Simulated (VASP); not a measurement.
Set up this calculation in VASP 6.6.1, as the native input.

```yaml
Task: electric field gradients
Functional: PBEsol
Potentials_or_basis: VASP PAW PBE potentials, release 64 (Zn, Au)
Cutoff: 520 eV
k_mesh: 10 × 10 × 10
Occupations: fermi-dirac, width 0.05 eV
Spin: no spin polarisation
Dipole_correction: no
Further_INCAR_settings: ALGO = Normal; EDIFF = 1e-08; NBANDS = 18
```

The structure of ZnAu lies in POSCAR:

```
ZnAu
1.0
    3.1470000000      0.0000000000      0.0000000000
    0.0000000000      3.1470000000      0.0000000000
    0.0000000000      0.0000000000      3.1470000000
Zn Au
1 1
Direct
    0.5250000000      0.5250000000      0.5250000000
   -0.0250000000     -0.0250000000     -0.0250000000
```

This cell differs from its parent crystal: shortest bond scaled by 1.1.

These files were run (other wordings do the same):

INCAR

```
SYSTEM = ZnAu
  PREC = Accurate
  ENCUT = 520
  EDIFF = 1E-8
  ISMEAR = -1
  SIGMA = 0.05
  LREAL = .FALSE.
  LASPH = .TRUE.
  NELM = 60
  ALGO = Normal
  ISIF = 2
  LWAVE = .FALSE.
  LCHARG = .FALSE.
  GGA = PS
  LEFG = .TRUE.
  NBANDS = 18
```

KPOINTS

```
Automatic mesh
0
G
  10 10 10
  0 0 0
```

Potentials or basis: VASP PAW PBE potentials, release 64 (Zn, Au).

Launch:

```console
$ cat potpaw_PBE.64/Zn/POTCAR potpaw_PBE.64/Au/POTCAR > POTCAR
$ mpirun -np 1 vasp_std > vasp.out
```

It gave:

| Property | Result |
| --- | --- |
| Pressure | 1.7 GPa |
| Largest force | 1.227 eV/Å |
| Band gap on the k mesh | zero (an odd number of electrons rules out a gap without spin polarisation) |
| Largest electric field gradient by atom | Zn -7.2; Au -16.5 V/Å² |

Caveat: the cell differs from its parent crystal (shortest bond scaled by 1.1); without QUAD_EFG the Cq values of the log hold for a quadrupole moment of 1 mb, not for the nuclei; the PAW data sets were made with another functional, which shifts forces and pressure a little; spin-orbit coupling is left out, which moves the levels of the heavy elements.

Run time: 22 s on 1 thread of Intel(R) Xeon(R) Platinum 8488C (Sapphire Rapids), on a shared host, peak memory 0.19 GiB.
